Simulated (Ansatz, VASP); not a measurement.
# TeW: VASP beside Ansatz

```xyz
2
Lattice="3.3359 0.0000 0.0000 -1.6679 2.8889 0.0000 0.0000 0.0000 4.0945" Properties=species:S:1:pos:R:3 pbc="T T T"
Te    0.0000    0.0000    0.0000
W     0.0000    1.9260    2.0472
```

Alike in both runs: functional PBE; k mesh 6 × 6 × 4; occupations gaussian, width 0.2 eV; no spin polarisation.

Ansatz relaxed the structure, and its values are those at the end. VASP's run is a single point on that final structure, the one shown.

```csv
,VASP,Ansatz
version,VASP 6.6.1,Ansatz 0.2.0
potentials or method,"VASP PAW PBE potentials, release 64 (Te, W_sv), cutoff 500 eV","scalar-relativistic, plane waves, PAW"
valence electrons in the cell,20,30
```

|  | VASP | Ansatz | Ansatz less VASP |
| --- | --- | --- | --- |
| gap on the k mesh at the Fermi level (eV) | none | none | - |
| pressure (GPa) | -0.1 | -0.1 | +0.02 |

A gap of «none» marks a metal or a gap that the smearing closes. VASP's potentials hold 20 valence electrons a cell and Ansatz's 30, so a difference there can come from the potentials and not from the codes.

The k mesh is coarse, so the values compare programs but aren't converged. Spin-orbit coupling is off throughout.
